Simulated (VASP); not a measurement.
# Cr (P6_3/mmc) in VASP: a series of runs

Cr is run at these levels: LDA; tasks: single point.

All numbers are computed with VASP 6.6.1; they aren't measurements. Logs are shortened: lines on timing, memory, paths and dates and some standing lists are left out, and cuts for length are marked.

## 1. The cell of the first run

Symmetry: P6_3/mmc, No. 194, hexagonal system. Conventional cell: a = 2.668 Å, b = 2.668 Å, c = 4.335 Å, α = 90.00°, β = 90.00°, γ = 120.00°. Within 3.5 Å of Cr (site symmetry -6m2) lie 12 Cr at 2.66 to 2.67 Å.

## 2. Single point, LDA, collinear spin, ferromagnetic start (volume scaled by 0.95)

Input file INCAR:

```
SYSTEM = Cr
  PREC = Accurate
  ENCUT = 520
  EDIFF = 1E-7
  ISMEAR = -1
  SIGMA = 0.03
  LREAL = .FALSE.
  LASPH = .TRUE.
  NELM = 150
  ALGO = Normal
  ISIF = 2
  LWAVE = .FALSE.
  LCHARG = .FALSE.
  ISPIN = 2
  MAGMOM = 3 3
  LORBIT = 11
  LMAXMIX = 4
  NBANDS = 23
```

Input file KPOINTS:

```
regular mesh
0
G
  12 12 7
  0 0 0
```

Input file POSCAR:

```
Cr
1.0
    2.6679911117      0.0000000000      0.0000000000
   -1.3339955559      2.3105480799      0.0000000000
    0.0000000000      0.0000000000      4.3352397947
Cr
2
Direct
    0.3333333333      0.6666666667      0.2500000000
    0.6666666667      0.3333333333      0.7500000000
```

Potentials or basis: VASP PAW LDA potentials, release 64 (Cr_pv).

The run is started by

```sh
cat potpaw_LDA.64/Cr_pv/POTCAR > POTCAR
mpirun -np 1 vasp_std > vasp.out
```

OUTCAR:

```text
SYSTEM = Cr
   PREC = Accurate
   ENCUT = 520
   EDIFF = 1E-7
   ISMEAR = -1
   LREAL = .FALSE.
   LASPH = .TRUE.
   NELM = 150
   ISIF = 2
   ISPIN = 2
   LORBIT = 11

 ion  position               nearest neighbor table
   1  0.333  0.667  0.250-   2 2.66   2 2.66   2 2.66   2 2.66   2 2.66   2 2.66
   2  0.667  0.333  0.750-   1 2.66   1 2.66   1 2.66   1 2.66   1 2.66   1 2.66

  LATTYP: Found a hexagonal cell.
 ALAT       =     2.6679911117
 C/A-ratio  =     1.6249078851

  Lattice vectors:

 A1 = (   2.6679911117,   0.0000000000,   0.0000000000)
 A2 = (  -1.3339955559,   2.3105480799,   0.0000000000)
 A3 = (   0.0000000000,   0.0000000000,   4.3352397947)

Analysis of symmetry for initial positions (statically):
=====================================================================
 Subroutine PRICEL returns:
 Original cell was already a primitive cell.

 Routine SETGRP: Setting up the symmetry group for a
 hexagonal supercell.

 Subroutine GETGRP returns: Found 24 space group operations
 (whereof 12 operations were pure point group operations)
 out of a pool of 24 trial point group operations.

The static configuration has the point symmetry D_3d.
 The point group associated with its full space group is D_6h.

Analysis of symmetry for dynamics (positions and initial velocities):
=====================================================================
 Subroutine PRICEL returns:
 Original cell was already a primitive cell.

 Routine SETGRP: Setting up the symmetry group for a
 hexagonal supercell.

 Subroutine GETGRP returns: Found 24 space group operations
 (whereof 12 operations were pure point group operations)
 out of a pool of 24 trial point group operations.

The dynamic configuration has the point symmetry D_3d.
 The point group associated with its full space group is D_6h.

Analysis of structural, dynamic, and magnetic symmetry:
=====================================================================
 Subroutine PRICEL returns:
 Original cell was already a primitive cell.

 Routine SETGRP: Setting up the symmetry group for a
 hexagonal supercell.

 Subroutine GETGRP returns: Found 24 space group operations
 (whereof 12 operations were pure point group operations)
 out of a pool of 24 trial point group operations.

The overall configuration has the point symmetry D_3d.
 The point group associated with its full space group is D_6h.

 Subroutine INISYM returns: Found 24 space group operations
 (whereof 12 operations are pure point group operations),
 and found     1 'primitive' translations

----------------------------------------------------------------------------------------

                                     Primitive cell

  volume of cell :      26.7247

  direct lattice vectors                    reciprocal lattice vectors
     2.667991112  0.000000000  0.000000000     0.374813842  0.216398873  0.000000000
    -1.333995556  2.310548080  0.000000000     0.000000000  0.432797746  0.000000000
     0.000000000  0.000000000  4.335239795     0.000000000  0.000000000  0.230667748

  length of vectors
     2.667991112  2.667991112  4.335239795     0.432797746  0.432797746  0.230667748

  position of ions in fractional coordinates (direct lattice)
     0.333333333  0.666666667  0.250000000
     0.666666667  0.333333333  0.750000000

  ion indices of the primitive-cell ions
   primitive index   ion index
                 1           1
                 2           2

----------------------------------------------------------------------------------------

 KPOINTS: regular mesh

Automatic generation of k-mesh.
 Grid dimensions read from file:
 generate k-points for:   12   12    7

 Generating k-lattice:

  Cartesian coordinates                     Fractional coordinates (reciprocal lattice)
     0.031234487  0.018033239  0.000000000     0.083333333  0.000000000  0.000000000
     0.000000000  0.036066479  0.000000000     0.000000000  0.083333333  0.000000000
     0.000000000  0.000000000  0.032952535     0.000000000  0.000000000  0.142857143

  Length of vectors
     0.036066479  0.036066479  0.032952535

  Shift w.r.t. Gamma in fractional coordinates (k-lattice)
     0.000000000  0.000000000  0.000000000

 Subroutine IBZKPT returns following result:
 ===========================================

 Found     76 irreducible k-points:

 Following reciprocal coordinates:
            Coordinates               Weight
  0.000000  0.000000  0.000000      1.000000
  0.083333 -0.000000  0.000000      6.000000
  0.166667 -0.000000  0.000000      6.000000
  0.250000 -0.000000  0.000000      6.000000
  0.333333 -0.000000  0.000000      6.000000
  0.416667 -0.000000  0.000000      6.000000
[... 16 lines left out ...]
  0.250000 -0.000000  0.142857     12.000000
  0.333333 -0.000000  0.142857     12.000000
 [... further k-points ...]
   k-points           NKPTS =     76   k-points in BZ     NKDIM =     76   number of bands    NBANDS=     23
   number of dos      NEDOS =    301   number of ions     NIONS =      2
   total plane-waves  NPLWV =  12800
   dimension x,y,z NGX =    20 NGY =   20 NGZ =   32
   dimension x,y,z NGXF=    40 NGYF=   40 NGZF=   64
   ions per type =               2
   NGX,Y,Z   is equivalent  to a cutoff of  12.46, 12.46, 12.27 a.u.
   NGXF,Y,Z  is equivalent  to a cutoff of  24.92, 24.92, 24.54 a.u.
 SYSTEM =  Cr
   PREC   = accura    normal or accurate (medium, high low for compatibility)
   ISTART =      0    job   : 0-new  1-cont  2-samecut
   ICHARG =      2    charge: 1-file 2-atom 10-const
   ISPIN  =      2    spin polarized calculation?
   LNONCOLLINEAR =      F non collinear calculations
   LSORBIT =      F    spin-orbit coupling
   LASPH  =      T    aspherical Exc in radial PAW
   ENCUT  =  520.0 eV  38.22 Ry    6.18 a.u.   4.96  4.96  8.06*2*pi/ulx,y,z
   NELM   =    150;   NELMIN=  2; NELMDL= -5     # of ELM steps
   EDIFF  = 0.1E-06   stopping-criterion for ELM
   LREAL  =      F    real-space projection
   EDIFFG = 0.1E-05   stopping-criterion for IOM
   NSW    =      0    number of steps for IOM
   IBRION =     -1    ionic relax: 0-MD 1-quasi-New 2-CG
   NFREE  =      0    steps in history (QN), initial steepest desc. (CG)
   ISIF   =      2    stress and relaxation
   ISYM   =      2    0-nonsym 1-usesym 2-fastsym
   POTIM  = 0.5000    time-step for ionic-motion
   TEBEG  =    0.0;   TEEND  =   0.0 temperature during run
   PSTRESS=    0.0 pullay stress
   NELECT =      24.0000    total number of electrons
   NUPDOWN=      -1.0000    fix difference up-down
   EMIN   =  10.00;   EMAX   =-10.00  energy-range for DOS
   EFERMI =   0.00;   METHOD = LEGACY
   ISMEAR =    -1;   SIGMA  =   0.03  broadening in eV -4-tet -1-fermi 0-gaus
   EFERMI_NEDOS =   21; number of points for ismear=-14 and -15
   IALGO  =     38    algorithm
   IMIX   =      4    mixing-type and parameters
     AMIX     =   0.40;   BMIX     =  1.00
     AMIX_MAG =   1.60;   BMIX_MAG =  1.00
  volume/ion in A,a.u.               =      13.36        90.17
  Fermi-wavevector in a.u.,A,eV,Ry     =   1.579457  2.984740 33.942232  2.494684
  Thomas-Fermi vector in A             =   2.679833
   LORBIT       =     11    0 simple, 1 ext, 2 COOP (PROOUT), +10 PAW based schemes
   GGA     = CA    functional components
   LHFCALC =     F    Hartree Fock is set to
   AEXX    =    0.0000 exact exchange contribution
   IVDW    =     0    specifies the selected vdW correction
   LEPSILON=     F    determine dielectric tensor
   LRPA    =     F    only Hartree local field effects (RPA)
 spin polarized calculation
  energy-cutoff  :      520.00
  volume of cell :       26.72
 maximum number of plane-waves:       744
 NGX is ok and might be reduce to    20
   NGX =  9   NGY =  9   NGZ = 17

 number of electron      23.9999985 magnetization       0.5956908

 Free energy of the ion-electron system (eV)
  ---------------------------------------------------
  ext. energy  EPLUGINS =         0.00000000
  ---------------------------------------------------
  free energy    TOTEN  =       -19.77027643 eV

  energy without entropy =      -19.75417504  energy(sigma->0) =      -19.76222573

 E-fermi :   8.6467     XC(G=0): -13.1503

 val. band max:        8.6456985075   @ k =   0.2500  -0.0000   0.2857
 cond. band min:       8.6479436525   @ k =   0.0833   0.0833   0.2857
 fundamental gap:      0.0022451450
 Fermi energy:         8.6467348824

 spin component 1

 k-point     1 :       0.0000    0.0000    0.0000
  band No.  band energies     occupation
      1     -34.1857      1.00000
      2     -33.7089      1.00000
      3     -33.7089      1.00000
      4     -33.6286      1.00000
      5     -33.6286      1.00000
      6     -33.5883      1.00000
[... 15 lines left out ...]
     22      27.0725      0.00000
     23      29.7469      0.00000

 k-point     2 :       0.0833   -0.0000    0.0000
  band No.  band energies     occupation
      1     -34.1724      1.00000
      2     -33.7386      1.00000
      3     -33.7184      1.00000
      4     -33.6593      1.00000
      5     -33.6331      1.00000
      6     -33.5933      1.00000
[... 15 lines left out ...]
     22      26.5590      0.00000
     23      28.6838      0.00000

 k-point     3 :       0.1667   -0.0000    0.0000
  band No.  band energies     occupation
      1     -34.1343      1.00000
      2     -33.8199      1.00000
      3     -33.7436      1.00000
      4     -33.7420      1.00000
      5     -33.6462      1.00000
      6     -33.6085      1.00000
[... 15 lines left out ...]
     22      24.2355      0.00000
     23      27.4168      0.00000
[... 495 lines left out ...]
 k-point    23 :       0.2500   -0.0000    0.1429
  band No.  band energies     occupation
      1     -34.0732      1.00000
      2     -33.9138      1.00000
      3     -33.8648      1.00000
      4     -33.7713      1.00000
      5     -33.6706      1.00000
      6     -33.6439      1.00000
[... 15 lines left out ...]
     22      21.5119      0.00000
     23      25.7398      0.00000

 k-point    24 :       0.3333   -0.0000    0.1429
  band No.  band energies     occupation
      1     -34.0812      1.00000
      2     -33.9862      1.00000
      3     -33.9423      1.00000
      4     -33.8030      1.00000
      5     -33.6908      1.00000
      6     -33.6731      1.00000
[... 15 lines left out ...]
     22      19.3226      0.00000
     23      23.6992      0.00000

 [... further k-points ...]

 spin component 2

 k-point     1 :       0.0000    0.0000    0.0000
  band No.  band energies     occupation
      1     -33.9397      1.00000
      2     -33.4566      1.00000
      3     -33.4566      1.00000
      4     -33.3758      1.00000
      5     -33.3758      1.00000
      6     -33.3382      1.00000
[... 15 lines left out ...]
     22      27.1543      0.00000
     23      29.8413      0.00000

 k-point     2 :       0.0833   -0.0000    0.0000
  band No.  band energies     occupation
      1     -33.9263      1.00000
      2     -33.4864      1.00000
      3     -33.4661      1.00000
      4     -33.4068      1.00000
      5     -33.3803      1.00000
      6     -33.3432      1.00000
[... 15 lines left out ...]
     22      26.6605      0.00000
     23      28.8038      0.00000

 k-point     3 :       0.1667   -0.0000    0.0000
  band No.  band energies     occupation
      1     -33.8879      1.00000
      2     -33.5684      1.00000
      3     -33.4915      1.00000
      4     -33.4900      1.00000
      5     -33.3935      1.00000
      6     -33.3585      1.00000
[... 15 lines left out ...]
     22      24.3728      0.00000
     23      27.5578      0.00000
[... 495 lines left out ...]
 k-point    23 :       0.2500   -0.0000    0.1429
  band No.  band energies     occupation
      1     -33.8261      1.00000
      2     -33.6633      1.00000
      3     -33.6139      1.00000
      4     -33.5194      1.00000
      5     -33.4180      1.00000
      6     -33.3940      1.00000
[... 15 lines left out ...]
     22      21.6633      0.00000
     23      25.8782      0.00000

 k-point    24 :       0.3333   -0.0000    0.1429
  band No.  band energies     occupation
      1     -33.8326      1.00000
      2     -33.7367      1.00000
      3     -33.6932      1.00000
      4     -33.5512      1.00000
      5     -33.4383      1.00000
      6     -33.4234      1.00000
[... 15 lines left out ...]
     22      19.4786      0.00000
     23      23.8431      0.00000

 [... further k-points ...]

------------------------ aborting loop because EDIFF is reached ----------------------------------------

  FORCE on cell =-STRESS in cart. coord.  units (eV):
  Direction    XX          YY          ZZ          XY          YZ          ZX
  --------------------------------------------------------------------------------------
  -------------------------------------------------------------------------------------
  Total       -6.1373520     -6.1373520     -4.6847610      0.0000000      0.0000000     -0.0000000
  in kB     -367.9417788   -367.9417789   -280.8571653      0.0000000      0.0000000     -0.0000000
  external PRESSURE =    -338.9135743 kB  Pullay stress =       0.0000000 kB

 VOLUME and BASIS-vectors are now :
 -----------------------------------------------------------------------------
  energy-cutoff  :      520.00
  volume of cell :       26.72
      direct lattice vectors                 reciprocal lattice vectors
     2.667991112  0.000000000  0.000000000     0.374813842  0.216398873  0.000000000
    -1.333995556  2.310548080  0.000000000     0.000000000  0.432797746  0.000000000
     0.000000000  0.000000000  4.335239795     0.000000000  0.000000000  0.230667748

 POSITION                                       TOTAL-FORCE (eV/Angst)
 -----------------------------------------------------------------------------------
     -0.00000      1.54037      1.08381        -0.000000      0.000000      0.000000
      1.33400      0.77018      3.25143         0.000000     -0.000000      0.000000
 -----------------------------------------------------------------------------------
    total drift:                               -0.000000      0.000000     -0.000000

  FREE ENERGIE OF THE ION-ELECTRON SYSTEM (eV)
  ---------------------------------------------------
  free  energy   TOTEN  =       -19.7702764296 eV

  energy  without entropy=      -19.7541750380  energy(sigma->0) =      -19.76222573

 total charge

# of ion       s       p       d       tot
------------------------------------------
    1        0.392   6.296   4.120  10.808
    2        0.392   6.296   4.120  10.808
--------------------------------------------------
tot          0.783  12.593   8.239  21.615

 magnetization (x)

# of ion       s       p       d       tot
------------------------------------------
    1        0.001   0.010   0.264   0.275
    2        0.001   0.010   0.264   0.275
--------------------------------------------------
tot          0.003   0.019   0.528   0.550
```

It took 72 s on 1 thread of Intel Xeon Platinum 8488C (Sapphire Rapids), shared host; peak memory 0.17 GiB.

Results:

| Property | Result |
| --- | --- |
| Free energy | -19.7703 eV |
| Pressure | -33.9 GPa |
| Net moment | 0.60 μB per cell |
| Site moments | Cr +0.28 μB |
| Valence electrons inside the program's atomic spheres | Cr 10.81 |

Stress tensor (GPa, compression positive):
```
-36.79   0.00   0.00
  0.00 -36.79   0.00
  0.00   0.00 -28.09
```

## 3. Single point, LDA, collinear spin, ferromagnetic start (volume scaled by 1.05)

Input file INCAR:

```
PREC = Accurate ; ENCUT = 520
EDIFF = 1E-6 ; ISMEAR = -1
SIGMA = 0.03 ; LREAL = F
LASPH = T ; NELM = 150
ALGO = Normal ; ISIF = 2
LWAVE = F ; LCHARG = F
ISPIN = 2 ; MAGMOM = 3 3
LORBIT = 11 ; LMAXMIX = 4
NBANDS = 23
```

Input file KPOINTS:

```
regular mesh
0
Gamma
  12 12 7
```

Input file POSCAR:

```
Cr
1.0
    2.7584997124      0.0000000000      0.0000000000
   -1.3792498562      2.3889308273      0.0000000000
    0.0000000000      0.0000000000      4.4823079335
Cr
2
Direct
    0.3333333333      0.6666666667      0.2500000000
    0.6666666667      0.3333333333      0.7500000000
```

Potentials or basis: VASP PAW LDA potentials, release 64 (Cr_pv).

The run is started by

```sh
cat potpaw_LDA.64/Cr_pv/POTCAR > POTCAR
mpirun -np 1 vasp_std > vasp.out
```

Wall time 61 s (1 thread of Intel Xeon Platinum 8488C (Sapphire Rapids), shared host); peak memory 0.19 GiB.

It converged, with:

```yaml
Free_energy: -19.1006 eV
Pressure: -41.6 GPa
Net_moment: 1.29 μB per cell
Site_moments: Cr +0.59 μB
Valence_electrons_inside_the_program's_atomic_spheres: Cr 10.66
```

Stress tensor (GPa, compression positive):
```
-43.28   0.00   0.00
  0.00 -43.28   0.00
  0.00   0.00 -38.11
```

Levels at points of the mesh, in eV from the Fermi level:
Spin up:
| k point | band 9 | band 10 | band 11 | band 12 | band 13 | band 14 | band 15 | band 16 | band 17 | band 18 |
| --- | --- | --- | --- | --- | --- | --- | --- | --- | --- | --- |
| (0.00, 0.00, 0.00) | -0.52 | -0.52 | -0.50 | -0.17 | -0.17 | 0.25 | 0.25 | 0.51 | 1.41 | 1.41 |
| (0.50, 0.00, 0.00) | -2.56 | -1.00 | -0.65 | -0.55 | -0.13 | 1.56 | 1.66 | 1.72 | 2.88 | 4.36 |
Spin down:
| k point | band 8 | band 9 | band 10 | band 11 | band 12 | band 13 | band 14 | band 15 |
| --- | --- | --- | --- | --- | --- | --- | --- | --- |
| (0.00, 0.00, 0.00) | -2.96 | -0.06 | -0.03 | -0.03 | 0.32 | 0.32 | 0.73 | 0.76 |
| (0.50, 0.00, 0.00) | -2.45 | -2.15 | -0.70 | -0.16 | -0.09 | 0.31 | 2.09 | 2.20 |

## 4. Single point, LDA, collinear spin, ferromagnetic start (volume scaled by 1.05)

Input file INCAR:

```
SYSTEM = Cr
ALGO     = Normal         ! electronic algorithm
EDIFF    = 1E-7           ! SCF threshold, eV
ENCUT    = 520            ! plane-wave cutoff, eV
GGA      = CA             ! functional
ISIF     = 2              ! what is computed and relaxed
ISMEAR   = -1             ! smearing method
ISPIN    = 2              ! spin polarisation
LASPH    = .True.         ! aspherical terms in the spheres
LCHARG   = .False.        ! write CHGCAR
LMAXMIX  = 4              ! l up to which the mixer works
LORBIT   = 11             ! projections on sites
LREAL    = .False.        ! projectors in reciprocal space
LWAVE    = .False.        ! write WAVECAR
MAGMOM   = 3 3            ! initial moments
NBANDS   = 23             ! bands
NELM     = 150            ! most SCF steps
PREC     = Accurate       ! precision mode
SIGMA    = 0.03           ! smearing width, eV
```

Input file KPOINTS:

```
k-points
0
Gamma
  12 12 7
  0 0 0
```

POSCAR is that of step 3.

The run is started by

```sh
cat potpaw_LDA.64/Cr_pv/POTCAR > POTCAR
mpirun -np 1 vasp_std > vasp.out
```

Wall time 65 s (1 thread of Intel Xeon Platinum 8488C (Sapphire Rapids), shared host); peak memory 0.19 GiB.

Results (log left out):

```
Free energy                                           : -19.1006 eV
Pressure                                              : -41.5 GPa
Net moment                                            : 1.29 μB per cell
Site moments                                          : Cr +0.59 μB
Valence electrons inside the program's atomic spheres : Cr 10.66
```

Stress tensor (GPa, compression positive):
```
-43.23   0.00   0.00
  0.00 -43.23   0.00
  0.00   0.00 -38.06
```

Levels at points of the mesh, in eV from the Fermi level:
Spin up:
```tsv
k point	band 10	band 11	band 12	band 13	band 14	band 15	band 16	band 17
(0.00, 0.00, 0.00)	-0.51	-0.50	-0.17	-0.17	0.25	0.25	0.51	1.41
(0.50, 0.00, 0.00)	-0.99	-0.64	-0.54	-0.13	1.56	1.66	1.72	2.88
```
Spin down:
| k point | band 7 | band 8 | band 9 | band 10 | band 11 | band 12 | band 13 | band 14 | band 15 | band 16 |
| --- | --- | --- | --- | --- | --- | --- | --- | --- | --- | --- |
| (0.00, 0.00, 0.00) | -6.59 | -2.96 | -0.06 | -0.03 | -0.03 | 0.32 | 0.32 | 0.73 | 0.76 | 0.76 |
| (0.50, 0.00, 0.00) | -2.61 | -2.45 | -2.15 | -0.70 | -0.16 | -0.09 | 0.31 | 2.09 | 2.20 | 2.25 |

(Continued in part 2 of 2.)
